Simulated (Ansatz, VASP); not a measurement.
**Bi2Te3: VASP beside Ansatz**

```
Bi Te
1.0
     2.20752    1.27451   10.23299
    -2.20752    1.27451   10.23299
     0.00000   -2.54903   10.23299
Bi Te
2 3
Direct
  0.60000 0.60000 0.60000
  0.40000 0.40000 0.40000
  0.79050 0.79050 0.79050
  0.20950 0.20950 0.20950
  0.00000 0.00000 0.00000
```

Change from the starting cell: volume scaled by 1.02.

Alike in both runs: task single point; functional PBEsol; k mesh 7 × 7 × 7; occupations fermi-dirac, width 0.05 eV; no spin polarisation.

|  | VASP | Ansatz |
| --- | --- | --- |
| version | VASP 6.6.1 | Ansatz 0.2.0 |
| potentials or method | VASP PAW PBE potentials, release 64 (Bi_d, Te), cutoff 520 eV | all-electron LAPW, scalar-relativistic |

|  | VASP | Ansatz | Ansatz less VASP |
| --- | --- | --- | --- |
| gap on the k mesh at the Fermi level (eV) | 0.24 | 0.25 | +0.010 |
| least direct gap on the mesh (eV) | 0.24 | 0.25 | +0.010 |
| pressure (GPa) | -1.6 | -1.5 | +0.01 |
| traceless stress, the component that is largest in VASP (GPa) | -0.24 | -0.24 | 0.000 |
| rms of the force components (eV/Å) | 0.084 | 0.091 | +0.0062 |

VASP's potentials were made for PBE, not for PBEsol. Atom by atom the forces differ by 0.006 eV/Å (rms over components). Ansatz ran all-electron here, and VASP with PAW potentials.

Spin-orbit coupling is off throughout.
